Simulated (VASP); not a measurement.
Input of a VASP 6.6.1 run:

Contents of INCAR:

```
PREC = Accurate ; ENCUT = 520
EDIFF = 1E-6 ; ISMEAR = 0
SIGMA = 0.15 ; LREAL = F
LASPH = T ; NELM = 60
ALGO = Fast ; ISIF = 2
LWAVE = F ; LCHARG = F
GGA = PS ; NBANDS = 36
```

The input KPOINTS:

```
Automatic mesh
0
Gamma
  16 16 4
```

Contents of POSCAR:

```
Sn
1.0
   -1.7265390000      1.7755470000     -2.3383420000
   -1.7265390000     -1.7755470000      2.3383420000
    0.0000000000     12.2461289688      5.8861626207
Sn
4
Direct
    0.0608417164     -0.0608417164      0.7435465623
    0.2586916738      0.7413083262      0.1062209375
    0.5260750213      0.4739249787      0.3186628124
    0.7934583689      0.2065416311      0.5311046873
```

Potentials or basis: VASP PAW PBE potentials, release 64 (Sn_d).

The run is started by

```bash
$ cat potpaw_PBE.64/Sn_d/POTCAR > POTCAR
$ mpirun -np 1 vasp_std > vasp.out
```

What does it give for the largest force?

0.293 eV/Å.

What does it give for the band gap on the k mesh?

Zero (bands 28 and 29 overlap by 6.31 eV).

Forces in eV/Å, atoms in the order of the input:
```
Sn   0.000 -0.238 -0.171
Sn   0.000  0.238  0.171
Sn   0.000 -0.167 -0.139
Sn   0.000  0.167  0.139
```

Caveat: the cell differs from its parent crystal (the distance across one plane changed); the cell stands under tension; the PAW data sets were made with another functional, which shifts forces and pressure a little; spin-orbit coupling is left out, which moves the levels of the heavy elements.
